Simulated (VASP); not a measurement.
AlN: single point with HSE06

The system is AlN.

```
Al N
1.0
     2.83285    0.00000    0.00000
    -1.41643    2.45332    0.00000
     0.00000    0.00000    4.84101
Al N
2 2
Direct
  0.00000 0.00000 0.00000
  0.00000 0.00000 0.50000
  0.33333 0.66667 0.25000
  0.66667 0.33333 0.75000
```

```
Program             : VASP 6.6.1
Task                : single point
Functional          : HSE06
Potentials or basis : VASP PAW PBE potentials, release 64 (Al, N)
Cutoff              : 520 eV
k mesh              : 6 × 6 × 2
Occupations         : gaussian, width 0.01 eV
Spin                : no spin polarisation
```

- Pressure: -1.7 GPa
- Band gap on the k mesh: 6.68 eV, indirect (the least direct gap lies 1.0 meV higher)

Stress tensor (GPa, compression positive):
```
-1.90  0.00  0.00
 0.00 -1.90  0.00
 0.00  0.00 -1.22
```

Levels at points of the mesh, in eV from the valence-band top:
| k point | band 4 | band 5 | band 6 | band 7 | band 8 | band 9 | band 10 | band 11 | band 12 | band 13 |
| --- | --- | --- | --- | --- | --- | --- | --- | --- | --- | --- |
| (0.00, 0.00, 0.00) | -0.92 | -0.92 | -0.55 | 0.00 | 0.00 | 6.68 | 7.80 | 10.59 | 14.12 | 14.12 |
| (0.50, 0.00, 0.00) | -6.74 | -5.43 | -3.21 | -2.80 | -1.18 | 6.71 | 7.84 | 8.09 | 12.43 | 12.78 |
| (0.00, 0.00, 0.50) | -5.26 | -0.47 | -0.47 | -0.47 | -0.47 | 8.17 | 8.17 | 12.27 | 12.27 | 13.58 |
| (0.50, 0.00, 0.50) | -8.43 | -2.85 | -2.85 | -2.08 | -2.08 | 7.05 | 7.05 | 8.56 | 8.56 | 15.01 |

Wall time 16 min on 1 thread of AMD EPYC 7571, with other jobs on the host, peak memory 0.22 GiB.

Caveat: the k points lie up to 0.65 Å⁻¹ apart; the PAW data sets were made with another functional, which shifts forces and pressure a little. A k mesh can miss the band edges.
